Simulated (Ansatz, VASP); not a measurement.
## One calculation of CdS, two programs

```
Cd S
1.0
     0.00000    2.96348    2.96348
     2.96348    0.00000    2.96348
     2.96348    2.96348    0.00000
Cd S
1 1
Cartesian
  0.0000 0.0000 0.0000
  1.4817 1.4817 1.4817
```

Alike in both runs: functional PBE; k mesh 8 × 8 × 8; occupations gaussian, width 0.02 eV; no spin polarisation.

Ansatz relaxed the structure, and its values are those at the end. VASP's run is a single point on that final structure, the one shown.

|  | VASP | Ansatz |
| --- | --- | --- |
| version | VASP 6.6.1 | Ansatz 0.2.0 |
| potentials or method | VASP PAW PBE potentials, release 64 (Cd, S), cutoff 500 eV | scalar-relativistic, plane waves, PAW |
| valence electrons in the cell | 18 | 26 |

```csv
,VASP,Ansatz,Ansatz less VASP
gap on the k mesh at the Fermi level (eV),1.04,1.04,-0.003
least direct gap on the mesh (eV),1.04,1.04,-0.003
pressure (GPa),0.3,0.0,-0.27
```

The functional is the same, so the differences come from potentials, cutoffs and numerics. VASP's potentials hold 18 valence electrons a cell and Ansatz's 26, so a difference there can come from the potentials and not from the codes.
